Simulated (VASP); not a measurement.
InSe:

```
In Se
1.0
     2.00000    1.15470    8.44000
    -2.00000    1.15470    8.44000
     0.00000   -2.30940    8.44000
In Se
2 2
Direct
  0.88860 0.88860 0.88860
  0.00000 0.00000 0.00000
  0.17190 0.17190 0.17190
  0.38350 0.38350 0.38350
```

Base run:

```yaml
Program: VASP 6.6.1
Functional: PBE
Potentials_or_basis: VASP PAW PBE potentials, release 64 (In_d, Se)
Cutoff: 520 eV
k_mesh: 5 × 5 × 5
Occupations: fermi-dirac, width 0.04 eV
Spin: no spin polarisation
```

Its results: band gap on the k mesh 0.96 eV, direct; pressure 2.9 GPa; largest force 0.372 eV/Å.

Task: The run is repeated on the same cell with these changes: k mesh from 5 × 5 × 5 to 6 × 6 × 6. What comes out?

Result: Band gap on the k mesh 0.43 eV, direct; pressure 2.8 GPa; largest force 0.379 eV/Å.

Caveats: spin-orbit coupling is left out, which moves the levels of the heavy elements.

A k mesh can miss the band edges.
